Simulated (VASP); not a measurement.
# AlH4 (P1) in VASP: single point with PBE

Aim: the single point of AlH4 with PBE.

Program: VASP 6.6.1. These are calculated values, not measurements. Logs are shortened: lines on timing, memory, paths and dates and some standing lists are left out, and cuts for length are marked.

## (1) The cell of the first run

The typed cell holds 10 atoms: a = 2.596 Å, b = 3.618 Å, c = 11.055 Å, α = 99.82°, β = 91.07°, γ = 90.09°.

## (2) Single point, PBE

The input, INCAR:

```
PREC = Accurate
ENCUT = 520
EDIFF = 1E-7
ISMEAR = 0
SIGMA = 0.1
LREAL = F
LASPH = T
NELM = 100
ALGO = Normal
ISIF = 2
LWAVE = F
LCHARG = T
GGA = PE
LELF = T
LVHAR = T
NBANDS = 18
```

The input, KPOINTS:

```
Automatic mesh
0
Gamma
  6 6 2
```

The input, POSCAR:

```
AlH4
1.0
    2.5958421698      0.0016873599      0.0026737741
   -0.0081984751      3.6174778324     -0.0653121541
   -0.2166501719     -1.6881351015     10.9228268947
Al H
2 8
Direct
    0.8899988480      0.6038635500      0.2815806743
    0.9154637282      0.1474891294      0.6976119791
    0.8999090145      0.4158012652      0.4008082705
    0.4242745103      0.2041480762      0.8060535708
    0.9594348434      0.8838252549      0.0277408683
    0.9155532884      0.6483333703      0.6994729837
    0.3817364447      0.3691602723      0.1849711998
    0.4068193707      0.0917883405      0.5912328563
    0.3930283334      0.9261830788      0.3106093390
    0.8137816184      0.7094076626     -0.0000817419
```

Potentials or basis: VASP PAW PBE potentials, release 64 (Al, H).

Run with:

```sh
$ cat potpaw_PBE.64/Al/POTCAR potpaw_PBE.64/H/POTCAR > POTCAR
$ mpirun -np 1 vasp_std > vasp.out
```

OUTCAR:

```text
PREC = Accurate
   ENCUT = 520
   EDIFF = 1E-7
   ISMEAR = 0
   LREAL = F
   LASPH = T
   NELM = 100
   ISIF = 2
   GGA = PE

 ion  position               nearest neighbor table
   1  0.890  0.604  0.282-   3 1.58   9 1.74   9 1.74   7 1.80   7 1.80
   2  0.915  0.147  0.698-   8 1.74   8 1.74   4 1.75   4 1.75   6 1.81   6 1.81
   3  0.900  0.416  0.401-   1 1.58
   4  0.424  0.204  0.806-   2 1.75   2 1.75
   5  0.959  0.884  0.028-  10 0.75
   6  0.916  0.648  0.699-   2 1.81   2 1.81
   7  0.382  0.369  0.185-   1 1.80   1 1.80
   8  0.407  0.092  0.591-   2 1.74   2 1.74
   9  0.393  0.926  0.311-   1 1.74   1 1.74
  10  0.814  0.709  1.000-   5 0.75

  LATTYP: Found a triclinic cell.
 ALAT       =    11.0298933191
 B/A-ratio  =     0.3280246292
 C/A-ratio  =     0.2353462559
 COS(alpha) =     0.0016346519
 COS(beta)  =     0.0192577468
 COS(gamma) =     0.1571671726

  Lattice vectors:

 A1 = (  -0.2248486470,   1.9293427309,  10.8575147406)
 A2 = (  -0.0081984751,   3.6174778324,  -0.0653121541)
 A3 = (  -2.5958421698,  -0.0016873599,  -0.0026737741)

Analysis of symmetry for initial positions (statically):
=====================================================================
 Subroutine PRICEL returns:
 Original cell was already a primitive cell.

 Routine SETGRP: Setting up the symmetry group for a
 triclinic supercell.

 Subroutine GETGRP returns: Found  1 space group operations
 (whereof  1 operations were pure point group operations)
 out of a pool of  2 trial point group operations.

The static configuration has the point symmetry C_1 .

Analysis of symmetry for dynamics (positions and initial velocities):
=====================================================================
 Subroutine PRICEL returns:
 Original cell was already a primitive cell.

 Routine SETGRP: Setting up the symmetry group for a
 triclinic supercell.

 Subroutine GETGRP returns: Found  1 space group operations
 (whereof  1 operations were pure point group operations)
 out of a pool of  2 trial point group operations.

The dynamic configuration has the point symmetry C_1 .

 Subroutine INISYM returns: Found  1 space group operations
 (whereof  1 operations are pure point group operations),
 and found     1 'primitive' translations

[... 113 lines left out ...]
   NSW    =      0    number of steps for IOM
   IBRION =     -1    ionic relax: 0-MD 1-quasi-New 2-CG
   NFREE  =      0    steps in history (QN), initial steepest desc. (CG)
   ISIF   =      2    stress and relaxation
   ISYM   =      2    0-nonsym 1-usesym 2-fastsym
   POTIM  = 0.5000    time-step for ionic-motion
   TEBEG  =    0.0;   TEEND  =   0.0 temperature during run
   PSTRESS=    0.0 pullay stress
   NELECT =      14.0000    total number of electrons
   NUPDOWN=      -1.0000    fix difference up-down
   EMIN   =  10.00;   EMAX   =-10.00  energy-range for DOS
   EFERMI =   0.00;   METHOD = LEGACY
   ISMEAR =     0;   SIGMA  =   0.10  broadening in eV -4-tet -1-fermi 0-gaus
   EFERMI_NEDOS =   21; number of points for ismear=-14 and -15
   IALGO  =     38    algorithm
   IMIX   =      4    mixing-type and parameters
     AMIX     =   0.40;   BMIX     =  1.00
     AMIX_MAG =   1.60;   BMIX_MAG =  1.00
  volume/ion in A,a.u.               =      10.23        69.03
  Fermi-wavevector in a.u.,A,eV,Ry     =   0.843682  1.594329  9.684628  0.711800
  Thomas-Fermi vector in A             =   1.958589
   LORBIT       =      0    0 simple, 1 ext, 2 COOP (PROOUT), +10 PAW based schemes
   GGA     = PE    functional components
   LHFCALC =     F    Hartree Fock is set to
   AEXX    =    0.0000 exact exchange contribution
   IVDW    =     0    specifies the selected vdW correction
   LEPSILON=     F    determine dielectric tensor
   LRPA    =     F    only Hartree local field effects (RPA)
 non-spin polarized calculation
 Gauss-broadening in eV      SIGMA  =   0.10
  energy-cutoff  :      520.00
  volume of cell :      102.29
 maximum number of plane-waves:      2776
   NGX =  9   NGY = 13   NGZ = 41

 number of electron      13.9999999 magnetization

 Free energy of the ion-electron system (eV)
  ---------------------------------------------------
  ext. energy  EPLUGINS =         0.00000000
  ---------------------------------------------------
  free energy    TOTEN  =       -33.47969238 eV

  energy without entropy =      -33.47969238  energy(sigma->0) =      -33.47969238

 E-fermi :  -0.1744     XC(G=0):  -7.4683

 val. band max:       -0.6360972185   @ k =   0.5000  -0.0000  -0.0000
 cond. band min:       1.0576845400   @ k =   0.5000   0.5000   0.5000
 fundamental gap:      1.6937817585
 Fermi energy:        -0.1743952769

 k-point     1 :       0.0000    0.0000    0.0000
  band No.  band energies     occupation
      1      -9.2405      2.00000
      2      -8.9653      2.00000
      3      -6.6970      2.00000
      4      -4.2105      2.00000
      5      -3.7235      2.00000
      6      -1.3643      2.00000
[... 481 lines left out ...]
      5      -2.7355      2.00000
      6      -1.3657      2.00000
[... 10 lines left out ...]
     17       9.7122      0.00000
     18       9.9436      0.00000

 [... further k-points ...]
[... 5 lines left out ...]
  --------------------------------------------------------------------------------------
  -------------------------------------------------------------------------------------
  Total       -0.1292902     -0.1008927      0.1026901     -0.0059637     -0.0364192     -0.0039120
  in kB       -2.0251666     -1.5803563      1.6085095     -0.0934138     -0.5704597     -0.0612765
  external PRESSURE =      -0.6656711 kB  Pullay stress =       0.0000000 kB

 VOLUME and BASIS-vectors are now :
 -----------------------------------------------------------------------------
  energy-cutoff  :      520.00
  volume of cell :      102.29
      direct lattice vectors                 reciprocal lattice vectors
     2.595842170  0.001687360  0.002673774     0.385222743  0.001013830  0.007797437
    -0.008198475  3.617477832 -0.065312154    -0.000224317  0.277208619  0.042838453
    -0.216650172 -1.688135101 10.922826895    -0.000095639  0.001657298  0.091805632

 POSITION                                       TOTAL-FORCE (eV/Angst)
 -----------------------------------------------------------------------------------
      2.24434      1.71062      3.03860        -0.001816      0.009401     -0.002490
      2.22405     -0.64258      7.61271         0.000202     -0.002043      0.016830
      2.24578      0.82905      4.35321         0.000057     -0.007252      0.005348
      0.92504     -0.62151      8.79218         0.000137      0.000913     -0.010957
      2.47729      3.15201      0.24785        -0.005708     -0.014966     -0.011261
      2.21978      1.16607      7.60033         0.000159      0.001766     -0.001150
      0.94783      1.02382      1.99732         0.001259      0.005056      0.004478
      0.92720     -0.66535      6.45303         0.000048     -0.000268     -0.002766
      0.94535      2.82676      3.33329         0.000343     -0.007512     -0.007766
      1.89000      0.87964     10.87778         0.005316      0.014905      0.009734
 -----------------------------------------------------------------------------------
    total drift:                                0.000135     -0.000042      0.000032

  FREE ENERGIE OF THE ION-ELECTRON SYSTEM (eV)
  ---------------------------------------------------
  free  energy   TOTEN  =       -33.4796923830 eV

  energy  without entropy=      -33.4796923830  energy(sigma->0) =      -33.47969238
```

Run time: 49 s. Hardware: 1 thread of Intel Xeon Platinum 8559C (Emerald Rapids), shared host; peak memory 0.22 GiB.

Results:

- Free energy: -33.4797 eV
- Pressure: -0.1 GPa
- Largest force: 0.020 eV/Å
- Band gap on the k mesh: 1.69 eV (least direct gap 2.11 eV)

Forces in eV/Å, atoms in the order of the input:
```
Al  -0.002  0.009 -0.002
Al   0.000 -0.002  0.017
H    0.000 -0.007  0.005
H    0.000  0.001 -0.011
H   -0.006 -0.015 -0.011
H    0.000  0.002 -0.001
H    0.001  0.005  0.004
H    0.000  0.000 -0.003
H    0.000 -0.008 -0.008
H    0.005  0.015  0.010
```

Levels at points of the mesh, in eV from the valence-band top:
| k point | band 3 | band 4 | band 5 | band 6 | band 7 | band 8 | band 9 | band 10 | band 11 | band 12 |
| --- | --- | --- | --- | --- | --- | --- | --- | --- | --- | --- |
| (0.00, 0.00, 0.00) | -6.06 | -3.57 | -3.09 | -0.73 | -0.31 | 4.37 | 5.53 | 5.70 | 6.21 | 7.80 |
| (0.50, 0.00, 0.00) | -4.21 | -3.05 | -2.11 | -0.75 | 0.00 | 2.41 | 4.84 | 6.23 | 6.54 | 7.10 |
| (0.00, 0.50, 0.00) | -5.67 | -4.74 | -4.25 | -3.05 | -2.38 | 3.50 | 4.25 | 5.16 | 6.39 | 7.90 |
| (0.50, 0.50, 0.00) | -3.69 | -1.67 | -1.46 | -1.08 | -0.42 | 1.70 | 2.51 | 4.24 | 4.97 | 5.45 |
| (0.00, 0.00, 0.50) | -6.01 | -3.83 | -2.84 | -0.73 | -0.31 | 4.36 | 4.99 | 5.88 | 7.06 | 7.46 |
| (0.50, 0.00, 0.50) | -4.21 | -3.06 | -2.10 | -0.73 | -0.02 | 2.37 | 4.92 | 6.12 | 6.51 | 7.40 |
| (0.00, 0.50, 0.50) | -5.67 | -4.73 | -4.25 | -3.03 | -2.39 | 3.46 | 4.24 | 5.25 | 6.60 | 7.41 |
| (0.50, 0.50, 0.50) | -3.69 | -1.67 | -1.46 | -1.07 | -0.41 | 1.69 | 2.52 | 4.22 | 4.95 | 5.49 |

A k mesh can miss the band edges.
